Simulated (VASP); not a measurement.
Ga: single point with LDA

The system is Ga.

```
CELL_PARAMETERS angstrom
0.00000 1.96279 1.96279
1.96279 0.00000 1.96279
1.96279 1.96279 0.00000
ATOMIC_POSITIONS crystal
Ga 0.00000 0.00000 0.00000
```

This cell differs from its parent crystal: volume scaled by 0.88.

```yaml
Program: VASP 6.6.1
Task: single point
Functional: LDA
Potentials_or_basis: VASP PAW LDA potentials, release 64 (Ga_d)
Cutoff: 520 eV
k_mesh: 15 × 15 × 15
Occupations: fermi-dirac, width 0.1 eV
Spin: no spin polarisation
Dipole_correction: no
Further_INCAR_settings: ALGO = Normal; EDIFF = 1e-07; NBANDS = 12
```

```json
{
 "Pressure": "11.1 GPa"
}
```

Levels at points of the mesh, in eV from the Fermi level:
| k point | band 4 | band 5 | band 6 | band 7 | band 8 | band 9 |
| --- | --- | --- | --- | --- | --- | --- |
| (0.00, 0.00, 0.00) | -15.23 | -15.23 | -13.09 | 14.52 | 14.52 | 14.52 |

Wall time 6.5 s on 1 thread of Intel(R) Xeon(R) 6975P-C (Granite Rapids), with other jobs on the host, peak memory 0.14 GiB.
